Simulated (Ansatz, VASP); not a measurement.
**Ga2SnO3 in VASP and in Ansatz**

Contents of INCAR:

```
SYSTEM = Ga2SnO3
PREC     = Accurate       ! precision mode
ENCUT    = 600            ! plane-wave cutoff, eV
EDIFF    = 1E-6           ! SCF threshold, eV
ISMEAR   = 0              ! smearing method
SIGMA    = 0.1            ! smearing width, eV
LREAL    = .FALSE.        ! projectors in reciprocal space
LASPH    = .TRUE.         ! aspherical terms in the spheres
NELM     = 80             ! most SCF steps
ALGO     = Fast           ! electronic algorithm
ISIF     = 3              ! what is computed and relaxed
LWAVE    = .FALSE.        ! write WAVECAR
LCHARG   = .FALSE.        ! write CHGCAR
GGA      = PE             ! functional
IBRION   = 2              ! ionic algorithm
NSW      = 100            ! ionic steps
EDIFFG   = -0.01          ! ionic threshold
```

KPOINTS

```
regular mesh
0
G
  12 12 12
  0 0 0
```

POSCAR

```
Ga2SnO3
1.0
    2.9734424170      1.7167177799      2.8223740960
   -2.9734424170      1.7167177799      2.8223740960
    0.0000000000     -3.4334355598      2.8223740960
Ga Sn O
2 1 3
Direct
    0.6608125252      0.6608125252      0.6608125252
    0.3391874748      0.3391874748      0.3391874748
    0.0000000000      0.0000000000      0.0000000000
    0.0000000000      0.5000000000      0.0000000000
    0.5000000000      0.0000000000      0.0000000000
    0.0000000000      0.0000000000      0.5000000000
```

Input for Ansatz:

```yaml
crystal:
  lattice:
    - [2.973442417, 1.7167177799, 2.822374096]
    - [-2.973442417, 1.7167177799, 2.822374096]
    - [0.0, -3.4334355598, 2.822374096]
  atoms:
    - { symbol: Ga, position: [0.6608125252, 0.6608125252, 0.6608125252] }
    - { symbol: Ga, position: [0.3391874748, 0.3391874748, 0.3391874748] }
    - { symbol: Sn, position: [0.0, 0.0, 0.0] }
    - { symbol: O, position: [0.0, 0.5, 0.0] }
    - { symbol: O, position: [0.5, 0.0, 0.0] }
    - { symbol: O, position: [0.0, 0.0, 0.5] }
basis:
  ecutwfc: 420
kpoints:
  mp_grid: { grid: [12, 12, 12] }
hamiltonian:
  xc: pbe
scf:
  occupations: { method: gaussian, width: 0.1 }
output:
  forces: true
  stress: true
  eigenvalues: true
relax:
  adjacent_minimum: "off"
  f_tol: 0.01
  max_steps: 80
  cell: { stress_tol: 0.05 }
```

Change from the starting cell: species swapped into the Zr2Al3Zn type (R-3m, No. 166).

Alike in both runs: task relaxation of cell and atoms; functional PBE; k mesh 12 × 12 × 12; occupations gaussian, width 0.1 eV; no spin polarisation.

```csv
,VASP,Ansatz
version,VASP 6.6.1,Ansatz 0.2.0
potentials or method,"VASP PAW PBE potentials, release 64 (Ga_d, Sn_d, O), cutoff 600 eV","scalar-relativistic, plane waves, PAW"
valence electrons in the cell,58,58
```

```csv
,VASP,Ansatz,Ansatz less VASP
"gap on the k mesh at the Fermi level, each at its own relaxed structure (eV)",none,none,-
relaxed volume (Å³/atom),14.40,14.39,-0.010
relaxed cell length with the largest relative difference (Å),4.444,4.443,-0.0012
```

A gap of «none» marks a metal or a gap that the smearing closes.
